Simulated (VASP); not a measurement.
CdTe, 2 atoms in the cell. It takes space group I-4m2 (No. 119, tetragonal). Conventional cell: a = 4.306 Å, b = 4.306 Å, c = 6.570 Å, α = 90.00°, β = 90.00°, γ = 90.00°. Cd (site symmetry -4m2) has 4 Te at 2.71 Å within 3.6 Å. Within 3.6 Å of Te (site symmetry -4m2) lie 4 Cd at 2.71 Å.  This cell differs from its parent crystal: strain -0.050 along x and y, +0.025 along z.

| Property | Result |
| --- | --- |
| Program | VASP 6.6.1 |
| Task | single point |
| Functional | r2SCAN |
| Potentials or basis | VASP PAW PBE potentials, release 64 (Cd, Te) |
| Cutoff | 520 eV |
| k mesh | 8 × 8 × 8 |
| Occupations | gaussian, width 0.05 eV |
| Spin | no spin polarisation |
| Dipole correction | no |
| Further INCAR settings | ALGO = Normal; EDIFF = 1e-06; NBANDS = 16 |

Potentials or basis: VASP PAW PBE potentials, release 64 (Cd, Te).

The run is started by

```console
$ cat potpaw_PBE.64/Cd/POTCAR potpaw_PBE.64/Te/POTCAR > POTCAR
$ cp INCAR.step1 INCAR
$ mpirun -np 1 vasp_std > vasp.out
$ cp INCAR.step2 INCAR
$ mpirun -np 1 vasp_std > vasp.out
```

Hardware: 1 thread of Intel(R) Xeon(R) 6975P-C (Granite Rapids) (shared host).

Task: How long does it take, and how much memory?

Result: Run time: 74 s on 1 thread of Intel(R) Xeon(R) 6975P-C (Granite Rapids), on a shared host, peak memory 0.23 GiB. Counts: k points 59.
